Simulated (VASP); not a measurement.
# Pt (Im-3m) in VASP: single point with PBEsol

Aim: the single point of Pt with PBEsol.

All numbers are computed with VASP 6.6.1; they aren't measurements. Logs are shortened: lines on timing, memory, paths and dates and some standing lists are left out, and cuts for length are marked.

## Step 1: The cell of the first run

The structure is cubic, space group Im-3m (No. 229). Conventional cell: a = 3.128 Å, b = 3.128 Å, c = 3.128 Å, α = 90.00°, β = 90.00°, γ = 90.00°. Within 3.6 Å of Pt (site symmetry m-3m) lie 14 Pt at 2.71 to 3.13 Å.

## Step 2: Single point, PBEsol

Input file INCAR:

```
SYSTEM = Pt
ALGO = Normal
EDIFF = 1E-6
ENCUT = 520
GGA = PS
ISIF = 2
ISMEAR = -1
LASPH = .TRUE.
LCHARG = .FALSE.
LREAL = .FALSE.
LWAVE = .FALSE.
NBANDS = 11
NELM = 60
PREC = Accurate
SIGMA = 0.13605693000000002
```

Input file KPOINTS:

```
k-points
0
G
  15 15 15
  0 0 0
```

Input file POSCAR:

```
Pt
1.0
   -1.5640076115      1.5640076115      1.5640076115
    1.5640076115     -1.5640076115      1.5640076115
    1.5640076115      1.5640076115     -1.5640076115
Pt
1
Direct
    0.0000000000      0.0000000000      0.0000000000
```

Potentials or basis: VASP PAW PBE potentials, release 64 (Pt).

Launch:

```
cat potpaw_PBE.64/Pt/POTCAR > POTCAR
mpirun -np 1 vasp_std > vasp.out
```

OUTCAR:

```text
SYSTEM = Pt
   EDIFF = 1E-6
   ENCUT = 520
   GGA = PS
   ISIF = 2
   ISMEAR = -1
   LASPH = .TRUE.
   LREAL = .FALSE.
   NELM = 60
   PREC = Accurate

 ion  position               nearest neighbor table
   1  0.000  0.000  0.000-

  LATTYP: Found a body centered cubic cell.
 ALAT       =     3.1280152230

  Lattice vectors:

 A1 = (  -1.5640076115,   1.5640076115,   1.5640076115)
 A2 = (   1.5640076115,  -1.5640076115,   1.5640076115)
 A3 = (   1.5640076115,   1.5640076115,  -1.5640076115)

Analysis of symmetry for initial positions (statically):
=====================================================================
 Subroutine PRICEL returns:
 Original cell was already a primitive cell.

 Routine SETGRP: Setting up the symmetry group for a
 body centered cubic supercell.

 Subroutine GETGRP returns: Found 48 space group operations
 (whereof 48 operations were pure point group operations)
 out of a pool of 48 trial point group operations.

The static configuration has the point symmetry O_h .

Analysis of symmetry for dynamics (positions and initial velocities):
=====================================================================
 Subroutine PRICEL returns:
 Original cell was already a primitive cell.

 Routine SETGRP: Setting up the symmetry group for a
 body centered cubic supercell.

 Subroutine GETGRP returns: Found 48 space group operations
 (whereof 48 operations were pure point group operations)
 out of a pool of 48 trial point group operations.

The dynamic configuration has the point symmetry O_h .

 Subroutine INISYM returns: Found 48 space group operations
 (whereof 48 operations are pure point group operations),
 and found     1 'primitive' translations

----------------------------------------------------------------------------------------

                                     Primitive cell

  volume of cell :      15.3030

  direct lattice vectors                    reciprocal lattice vectors
    -1.564007611  1.564007611  1.564007611     0.000000000  0.319691539  0.319691539
     1.564007611 -1.564007611  1.564007611     0.319691539  0.000000000  0.319691539
     1.564007611  1.564007611 -1.564007611     0.319691539  0.319691539  0.000000000

  length of vectors
     2.708940647  2.708940647  2.708940647     0.452112110  0.452112110  0.452112110

  position of ions in fractional coordinates (direct lattice)
     0.000000000  0.000000000  0.000000000

  ion indices of the primitive-cell ions
   primitive index   ion index
                 1           1

----------------------------------------------------------------------------------------

 KPOINTS: k-points

Automatic generation of k-mesh.
 Grid dimensions read from file:
 generate k-points for:   15   15   15

 Generating k-lattice:

  Cartesian coordinates                     Fractional coordinates (reciprocal lattice)
     0.000000000  0.021312769  0.021312769     0.066666667  0.000000000  0.000000000
     0.021312769  0.000000000  0.021312769     0.000000000  0.066666667  0.000000000
     0.021312769  0.021312769  0.000000000     0.000000000  0.000000000  0.066666667

  Length of vectors
     0.030140807  0.030140807  0.030140807

  Shift w.r.t. Gamma in fractional coordinates (k-lattice)
     0.000000000  0.000000000  0.000000000

 Subroutine IBZKPT returns following result:
 ===========================================

 Found    120 irreducible k-points:

 Following reciprocal coordinates:
            Coordinates               Weight
  0.000000  0.000000  0.000000      1.000000
  0.066667  0.000000  0.000000     12.000000
  0.133333  0.000000  0.000000     12.000000
  0.200000  0.000000  0.000000     12.000000
  0.266667  0.000000  0.000000     12.000000
  0.333333  0.000000  0.000000     12.000000
[... 16 lines left out ...]
  0.333333  0.200000  0.000000     48.000000
  0.400000  0.200000  0.000000     24.000000
 [... further k-points ...]
   k-points           NKPTS =    120   k-points in BZ     NKDIM =    120   number of bands    NBANDS=     11
   number of dos      NEDOS =    301   number of ions     NIONS =      1
   total plane-waves  NPLWV =   8000
   dimension x,y,z NGX =    20 NGY =   20 NGZ =   20
   dimension x,y,z NGXF=    40 NGYF=   40 NGZF=   40
   ions per type =               1
   NGX,Y,Z   is equivalent  to a cutoff of  12.27, 12.27, 12.27 a.u.
   NGXF,Y,Z  is equivalent  to a cutoff of  24.55, 24.55, 24.55 a.u.
 SYSTEM =  Pt
   PREC   = accura    normal or accurate (medium, high low for compatibility)
   ISTART =      0    job   : 0-new  1-cont  2-samecut
   ICHARG =      2    charge: 1-file 2-atom 10-const
   ISPIN  =      1    spin polarized calculation?
   LNONCOLLINEAR =      F non collinear calculations
   LSORBIT =      F    spin-orbit coupling
   LASPH  =      T    aspherical Exc in radial PAW
   ENCUT  =  520.0 eV  38.22 Ry    6.18 a.u.   5.04  5.04  5.04*2*pi/ulx,y,z
   NELM   =     60;   NELMIN=  2; NELMDL= -5     # of ELM steps
   EDIFF  = 0.1E-05   stopping-criterion for ELM
   LREAL  =      F    real-space projection
   EDIFFG = 0.1E-04   stopping-criterion for IOM
   NSW    =      0    number of steps for IOM
   IBRION =     -1    ionic relax: 0-MD 1-quasi-New 2-CG
   NFREE  =      0    steps in history (QN), initial steepest desc. (CG)
   ISIF   =      2    stress and relaxation
   ISYM   =      2    0-nonsym 1-usesym 2-fastsym
   POTIM  = 0.5000    time-step for ionic-motion
   TEBEG  =    0.0;   TEEND  =   0.0 temperature during run
   PSTRESS=    0.0 pullay stress
   NELECT =      10.0000    total number of electrons
   NUPDOWN=      -1.0000    fix difference up-down
   EMIN   =  10.00;   EMAX   =-10.00  energy-range for DOS
   EFERMI =   0.00;   METHOD = LEGACY
   ISMEAR =    -1;   SIGMA  =   0.14  broadening in eV -4-tet -1-fermi 0-gaus
   EFERMI_NEDOS =   21; number of points for ismear=-14 and -15
   IALGO  =     38    algorithm
   IMIX   =      4    mixing-type and parameters
     AMIX     =   0.40;   BMIX     =  1.00
     AMIX_MAG =   1.60;   BMIX_MAG =  1.00
  volume/ion in A,a.u.               =      15.30       103.27
  Fermi-wavevector in a.u.,A,eV,Ry     =   1.420635  2.684612 27.459346  2.018205
  Thomas-Fermi vector in A             =   2.541530
   LORBIT       =      0    0 simple, 1 ext, 2 COOP (PROOUT), +10 PAW based schemes
   GGA     = PS    functional components
   LHFCALC =     F    Hartree Fock is set to
   AEXX    =    0.0000 exact exchange contribution
   IVDW    =     0    specifies the selected vdW correction
   LEPSILON=     F    determine dielectric tensor
   LRPA    =     F    only Hartree local field effects (RPA)
 non-spin polarized calculation
  energy-cutoff  :      520.00
  volume of cell :       15.30
 maximum number of plane-waves:       423
   NGX =  9   NGY =  9   NGZ =  9

 number of electron      10.0000000 magnetization

 number of electron       9.9999997 magnetization

 Free energy of the ion-electron system (eV)
  ---------------------------------------------------
  ext. energy  EPLUGINS =         0.00000000
  ---------------------------------------------------
  free energy    TOTEN  =        -6.88512696 eV

  energy without entropy =       -6.82846021  energy(sigma->0) =       -6.85679359

 E-fermi :  10.6237     XC(G=0): -13.5350

 val. band max:       10.6056948740   @ k =  -0.2667   0.3333   0.1333
 cond. band min:      10.6349712497   @ k =  -0.4000   0.4000   0.0667
 fundamental gap:      0.0292763758
 Fermi energy:        10.6236768674

 k-point     1 :       0.0000    0.0000    0.0000
  band No.  band energies     occupation
      1       0.6977      2.00000
      2       6.9344      2.00000
      3       6.9344      2.00000
      4       6.9344      2.00000
      5       9.5653      1.99916
      6       9.5653      1.99916
      7      27.6718      0.00000
      8      27.6718      0.00000
      9      27.6718      0.00000
     10      38.0828      0.00000
     11      38.0828      0.00000

 k-point     2 :       0.0667    0.0000    0.0000
  band No.  band energies     occupation
      1       0.8843      2.00000
      2       6.8591      2.00000
      3       6.9333      2.00000
      4       7.0860      2.00000
      5       9.4671      1.99959
      6       9.5703      1.99913
      7      27.7632      0.00000
      8      27.8417      0.00000
      9      27.9500      0.00000
     10      35.8579      0.00000
     11      36.4766      0.00000

 k-point     3 :       0.1333    0.0000    0.0000
  band No.  band energies     occupation
      1       1.4206      2.00000
      2       6.6525      2.00000
      3       6.9159      2.00000
      4       7.5317      2.00000
      5       9.2561      1.99991
      6       9.5890      1.99900
      7      27.8559      0.00000
      8      28.0025      0.00000
      9      28.7567      0.00000
     10      34.0507      0.00000
     11      34.3099      0.00000

 k-point     4 :       0.2000    0.0000    0.0000
  band No.  band energies     occupation
      1       2.2173      2.00000
      2       6.3631      2.00000
      3       6.8884      2.00000
      4       8.2395      2.00000
      5       9.1095      1.99997
      6       9.6289      1.99867
      7      27.0436      0.00000
      8      27.4401      0.00000
      9      30.0133      0.00000
     10      33.2830      0.00000
     11      33.5173      0.00000
[... 239 lines left out ...]
 k-point    22 :       0.2667    0.2000    0.0000
  band No.  band energies     occupation
      1       4.5636      2.00000
      2       5.8991      2.00000
      3       6.8471      2.00000
      4       9.1480      1.99996
      5       9.9816      1.98232
      6      12.6433      0.00000
      7      20.1751      0.00000
      8      23.5445      0.00000
      9      26.9835      0.00000
     10      31.9721      0.00000
     11      35.7703      0.00000

 k-point    23 :       0.3333    0.2000    0.0000
  band No.  band energies     occupation
      1       4.5971      2.00000
      2       5.7862      2.00000
      3       7.4375      2.00000
      4       9.3196      1.99986
      5      10.1238      1.95050
      6      14.1417      0.00000
      7      17.9814      0.00000
      8      22.5312      0.00000
      9      26.4877      0.00000
     10      32.9467      0.00000
     11      34.9552      0.00000

 k-point    24 :       0.4000    0.2000    0.0000
  band No.  band energies     occupation
      1       4.5794      2.00000
      2       5.7516      2.00000
      3       7.6829      2.00000
      4       9.3606      1.99981
      5      10.2611      1.86981
      6      15.2606      0.00000
      7      16.5922      0.00000
      8      22.1270      0.00000
      9      26.3184      0.00000
     10      33.8170      0.00000
     11      34.0876      0.00000

 [... further k-points ...]

------------------------ aborting loop because EDIFF is reached ----------------------------------------

  FORCE on cell =-STRESS in cart. coord.  units (eV):
  Direction    XX          YY          ZZ          XY          YZ          ZX
  --------------------------------------------------------------------------------------
  -------------------------------------------------------------------------------------
  Total       -0.1752035     -0.1752035     -0.1752035     -0.0000000     -0.0000000      0.0000000
  in kB      -18.3432659    -18.3432659    -18.3432659     -0.0000000     -0.0000000      0.0000000
  external PRESSURE =     -18.3432659 kB  Pullay stress =       0.0000000 kB

 VOLUME and BASIS-vectors are now :
 -----------------------------------------------------------------------------
  energy-cutoff  :      520.00
  volume of cell :       15.30
      direct lattice vectors                 reciprocal lattice vectors
    -1.564007611  1.564007611  1.564007611     0.000000000  0.319691539  0.319691539
     1.564007611 -1.564007611  1.564007611     0.319691539  0.000000000  0.319691539
     1.564007611  1.564007611 -1.564007611     0.319691539  0.319691539  0.000000000

 POSITION                                       TOTAL-FORCE (eV/Angst)
 -----------------------------------------------------------------------------------
      0.00000      0.00000      0.00000         0.000000     -0.000000      0.000000
 -----------------------------------------------------------------------------------
    total drift:                                0.000000     -0.000000      0.000000

  FREE ENERGIE OF THE ION-ELECTRON SYSTEM (eV)
  ---------------------------------------------------
  free  energy   TOTEN  =        -6.8851269593 eV

  energy  without entropy=       -6.8284602132  energy(sigma->0) =       -6.85679359
```

Run time: 16 s. Hardware: 1 thread of Intel Xeon 6975P-C, shared host; peak memory 0.14 GiB.

What came out:

```yaml
Free_energy: -6.8851 eV
Pressure: -1.8 GPa
Band_gap_on_the_k_mesh: zero (band 5 reaches 11.62 eV, above the bottom of band 6 at 9.41 eV)
```

Levels at points of the mesh, in eV from the Fermi level:
| k point | band 2 | band 3 | band 4 | band 5 | band 6 | band 7 | band 8 | band 9 |
| --- | --- | --- | --- | --- | --- | --- | --- | --- |
| (0.00, 0.00, 0.00) | -3.69 | -3.69 | -3.69 | -1.06 | -1.06 | 17.05 | 17.05 | 17.05 |

Caveat: the PAW data sets were made with another functional, which shifts forces and pressure a little; spin-orbit coupling is left out, which moves the levels of the heavy elements.
